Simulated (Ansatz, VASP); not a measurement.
**ZrNb2C3 in VASP and in Ansatz**

```
Zr Nb C
1.0
     3.27993    0.00000    0.00000
    -1.63997    2.84050    0.00000
     0.00000    0.00000    8.37260
Zr Nb C
1 2 3
Direct
  0.00000 0.00000 0.50000
  0.33333 0.66667 0.16470
  0.66667 0.33333 0.83530
  0.33333 0.66667 0.66500
  0.66667 0.33333 0.33500
  0.00000 0.00000 0.00000
```

Change from the starting cell: species swapped into the NaFe2O3 type (P-3m1, No. 164).

Alike in both runs: task single point; functional PBE; k mesh 6 × 6 × 2; occupations gaussian, width 0.1 eV; no spin polarisation.

|  | VASP | Ansatz |
| --- | --- | --- |
| version | VASP 6.6.1 | Ansatz 0.2.0 |
| potentials or method | VASP PAW PBE potentials, release 64 (Zr_sv, Nb_sv, C), cutoff 520 eV | scalar-relativistic, plane waves, PAW |
| valence electrons in the cell | 50 | 50 |

Ansatz gave:

* gap on the k mesh at the Fermi level (eV): none
* pressure (GPa): -21.0
* traceless stress, the component that is largest in VASP (GPa): -8.56
* rms of the force components (eV/Å): 0.433

Which values does VASP return?

gap on the k mesh at the Fermi level (eV): none; pressure (GPa): -21.1; traceless stress, the component that is largest in VASP (GPa): -8.56; rms of the force components (eV/Å): 0.440.

Atom by atom the forces differ by 0.007 eV/Å (rms over components). A gap of «none» marks a metal or a gap that the smearing closes.

The k mesh is coarse, so the values compare programs but aren't converged.
